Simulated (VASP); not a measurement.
A run of VASP 6.6.1 is set up as follows.

File INCAR:

```
PREC = Accurate ; ENCUT = 500
EDIFF = 1E-6 ; ISMEAR = 0
SIGMA = 0.01 ; LREAL = False
LASPH = True ; NELM = 120
ALGO = Normal ; ISIF = 2
LWAVE = False ; LCHARG = False
GGA = PE ; NBANDS = 26
GGA_COMPAT = False
```

The input KPOINTS:

```
regular mesh
0
Gamma
  1 1 1
```

The input POSCAR:

```
Si
1.0
    5.4310000000      0.0000000000      0.0000000000
    0.0000000000      5.4310000000      0.0000000000
    0.0000000000      0.0000000000      5.4310000000
Si
8
Direct
    0.0098520000      0.0001260000      0.0001520000
   -0.0000460000      0.4899110000      0.4998780000
    0.4998320000     -0.0001140000      0.5148810000
    0.5001420000      0.4998760000     -0.0001240000
    0.2501710000      0.2601670000      0.2498410000
    0.2499290000      0.7501950000      0.7399560000
    0.7600510000      0.2500770000      0.7500590000
    0.7498220000      0.7500890000      0.2501250000
```

Potentials or basis: VASP PAW PBE potentials, release 64 (Si).

Command:

```bash
$ cat potpaw_PBE.64/Si/POTCAR > POTCAR
$ mpirun -np 1 vasp_gam > vasp.out
```

Task: Estimate the largest force.

Result: 1.204 eV/Å.

Task: What does it give for the pressure?

Result: 10.8 GPa.

Task: Estimate the band gap on the k mesh.

Result: 0.26 eV.

Forces on the atoms (eV/Å):
```
Si   0.175 -0.081  0.018
Si  -0.320  0.873 -0.584
Si   0.328  0.765 -0.870
Si   0.209  0.384 -0.750
Si   0.497 -0.787  0.382
Si  -0.451 -0.949  0.553
Si  -0.234 -0.341  0.930
Si  -0.205  0.134  0.321
```

Caveat: the k points lie up to 1.16 Å⁻¹ apart; forces of over 1 eV/Å act on the atoms, so gaps and moduli don't describe the material at rest. A k mesh can miss the band edges.
